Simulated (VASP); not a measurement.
Set up this calculation in VASP 6.6.1, as the native input.

```yaml
Task: single point
Functional: LDA
Potentials_or_basis: VASP PAW LDA potentials, release 64 (Al, O)
Cutoff: 520 eV
k_mesh: 9 × 9 × 1
Occupations: gaussian, width 0.1 eV
Spin: no spin polarisation
Dipole_correction: yes
Further_INCAR_settings: ALGO = Normal; EDIFF = 1e-06; NBANDS = 16
```

The structure of Al3O lies in POSCAR:

```
Al3O
1.0
    2.8168432364      0.0000000000      0.0000000000
    0.0000000000      2.8168432364      0.0000000000
    0.0000000000      0.0000000000     21.1042970937
Al O
3 1
Direct
    0.5000000000      0.5000000000      0.1895348602
    0.0000000000      0.0000000000      0.2867549192
    0.5000000000      0.5000000000      0.3840117042
    0.5000000000      0.5000000000      0.5228459894
```

One way to write it, as run:

INCAR

```
PREC = Accurate
ENCUT = 520
EDIFF = 1E-6
ISMEAR = 0
SIGMA = 0.1
LREAL = F
LASPH = T
NELM = 100
ALGO = Normal
ISIF = 2
LWAVE = F
LCHARG = F
LDIPOL = T
IDIPOL = 3
DIPOL = 0.5 0.5 0.346
GGA = CA
NBANDS = 16
```

KPOINTS

```
regular mesh
0
Gamma
  9 9 1
```

Potentials or basis: VASP PAW LDA potentials, release 64 (Al, O).

Run with:

```console
$ cat potpaw_LDA.64/Al/POTCAR potpaw_LDA.64/O/POTCAR > POTCAR
$ mpirun -np 1 vasp_std > vasp.out
```

Results of the run:

```
Largest force : 1.690 eV/Å
```

Caveat: an odd number of electrons without spin polarisation forces a metal; a magnetic or distorted state may lie lower.

Wall time 56 s on 1 thread of Intel(R) Xeon(R) Platinum 8488C (Sapphire Rapids), with other jobs on the host, peak memory 0.23 GiB.
